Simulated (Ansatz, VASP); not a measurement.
## One calculation of Ti, two programs

The input INCAR:

```
PREC = Accurate
ENCUT = 520
EDIFF = 1E-6
ISMEAR = 0
SIGMA = 0.15
LREAL = F
LASPH = T
NELM = 100
ALGO = Fast
ISIF = 2
LWAVE = F
LCHARG = F
GGA = PS
NBANDS = 19
```

File KPOINTS:

```
regular mesh
0
Gamma
  18 18 10
```

The input POSCAR:

```
Ti
1.0
    2.9499978604      0.0000000000      0.0000000000
   -1.4749989302      2.5547730882      0.0000000000
    0.0000000000      0.0000000000      4.5922800000
Ti
2
Direct
    0.3333333333      0.6666666667      0.2500000000
    0.6666666667      0.3333333333      0.7500000000
```

Input for Ansatz:

```yaml
crystal:
  lattice:
    - [2.9499978604, 0.0, 0.0]
    - [-1.4749989302, 2.5547730882, 0.0]
    - [0.0, 0.0, 4.59228]
  atoms:
    - { symbol: Ti, position: [0.3333333333, 0.6666666667, 0.25] }
    - { symbol: Ti, position: [0.6666666667, 0.3333333333, 0.75] }
basis:
  ecutwfc: 420
kpoints:
  mp_grid: { grid: [18, 18, 10] }
hamiltonian:
  xc: pbesol
scf:
  occupations: { method: gaussian, width: 0.15 }
output:
  forces: true
  stress: true
  eigenvalues: true
```

Change from the starting cell: strain -0.0200 x Voigt [0, 0, 1, 0, 0, 0], atoms carried along.

Alike in both runs: task single point; functional PBEsol; k mesh 18 × 18 × 10; occupations gaussian, width 0.15 eV; no spin polarisation.

|  | VASP | Ansatz |
| --- | --- | --- |
| version | VASP 6.6.1 | Ansatz 0.2.0 |
| potentials or method | VASP PAW PBE potentials, release 64 (Ti_sv), cutoff 520 eV | scalar-relativistic, plane waves, PAW |
| valence electrons in the cell | 24 | 24 |

Ansatz gave:

| Item | Value |
| --- | --- |
| gap on the k mesh at the Fermi level (eV) | none |
| pressure (GPa) | -3.8 |
| traceless stress, the component that is largest in VASP (GPa) | 1.12 |

Question: What did VASP give for the same quantities?

Answer: gap on the k mesh at the Fermi level (eV): none; pressure (GPa): -4.0; traceless stress, the component that is largest in VASP (GPa): 1.11.

VASP's potentials were made for PBE, not for PBEsol. A gap of «none» marks a metal or a gap that the smearing closes. The functional is the same, so the differences come from potentials, cutoffs and numerics.
